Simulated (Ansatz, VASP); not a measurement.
SnO2 in VASP and in Ansatz

File INCAR:

```
SYSTEM = SnO2
  PREC = Accurate
  ENCUT = 520
  EDIFF = 1E-6
  ISMEAR = 0
  SIGMA = 0.05
  LREAL = .False.
  LASPH = .True.
  NELM = 100
  ALGO = Normal
  ISIF = 2
  LWAVE = .False.
  LCHARG = .False.
  GGA = PE
  IVDW = 12
  NBANDS = 49
```

The input KPOINTS:

```
Automatic mesh
0
Gamma
  9 9 2
  0 0 0
```

File POSCAR:

```
SnO2
1.0
   -3.2372529198      0.0000000000      0.0000000000
   -1.6186264599     -2.8035432670      0.0000000000
   -2.9135276278     -1.6821259603     14.3754773976
Sn O
3 6
Direct
    0.3979789315      0.3979789315      0.4478128920
    0.9104433926     -0.0895566074      0.1492610123
   -0.1144855297     -0.1144855297      0.7463647718
    0.5357665851      0.5357665851      0.2181668027
    0.5108376627     -0.4891623373      0.8152705622
    0.0233021239      0.0233021239      0.5167186824
    0.2601912779      0.2601912779      0.6774589813
    0.7726557390     -0.2273442610      0.3789071016
    0.2851202002      0.2851202002      0.0803552219
```

Input for Ansatz:

```yaml
crystal:
  lattice:
    - [-3.2372529198, 0.0, 0.0]
    - [-1.6186264599, -2.803543267, 0.0]
    - [-2.9135276278, -1.6821259603, 14.3754773976]
  atoms:
    - { symbol: Sn, position: [0.3979789315, 0.3979789315, 0.447812892] }
    - { symbol: Sn, position: [0.9104433926, -0.0895566074, 0.1492610123] }
    - { symbol: Sn, position: [-0.1144855297, -0.1144855297, 0.7463647718] }
    - { symbol: O, position: [0.5357665851, 0.5357665851, 0.2181668027] }
    - { symbol: O, position: [0.5108376627, -0.4891623373, 0.8152705622] }
    - { symbol: O, position: [0.0233021239, 0.0233021239, 0.5167186824] }
    - { symbol: O, position: [0.2601912779, 0.2601912779, 0.6774589813] }
    - { symbol: O, position: [0.772655739, -0.227344261, 0.3789071016] }
    - { symbol: O, position: [0.2851202002, 0.2851202002, 0.0803552219] }
basis:
  ecutwfc: 520.0
kpoints:
  mp_grid: { grid: [9, 9, 2] }
hamiltonian:
  xc: pbe
  pseudopotentials: { kind: paw, azcp: { folder: soft_1 } }
  dispersion: d3bj
scf:
  occupations: { method: gaussian, width: 0.05 }
output:
  forces: true
  stress: true
  eigenvalues: true
```

Alike in both runs: task single point; functional PBE; dispersion D3(BJ); k mesh 9 × 9 × 2; occupations gaussian, width 0.05 eV; no spin polarisation.

|  | VASP | Ansatz |
| --- | --- | --- |
| version | VASP 6.6.1 | Ansatz 0.2.0 |
| potentials or method | VASP PAW PBE potentials, release 64 (Sn_d, O), cutoff 520 eV | scalar-relativistic, plane waves, PAW |
| valence electrons in the cell | 78 | 78 |

VASP gave:

- gap on the k mesh at the Fermi level (eV): 1.86
- least direct gap on the mesh (eV): 1.99
- pressure (GPa): 0.3
- traceless stress, the component that is largest in VASP (GPa): 0.03
- rms of the force components (eV/Å): 0.081

Problem. What did Ansatz give for the same quantities?

Solution. gap on the k mesh at the Fermi level (eV): 1.88; least direct gap on the mesh (eV): 2.01; pressure (GPa): -0.3; traceless stress, the component that is largest in VASP (GPa): 0.43; rms of the force components (eV/Å): 0.065.

Atom by atom the forces differ by 0.026 eV/Å (rms over components).
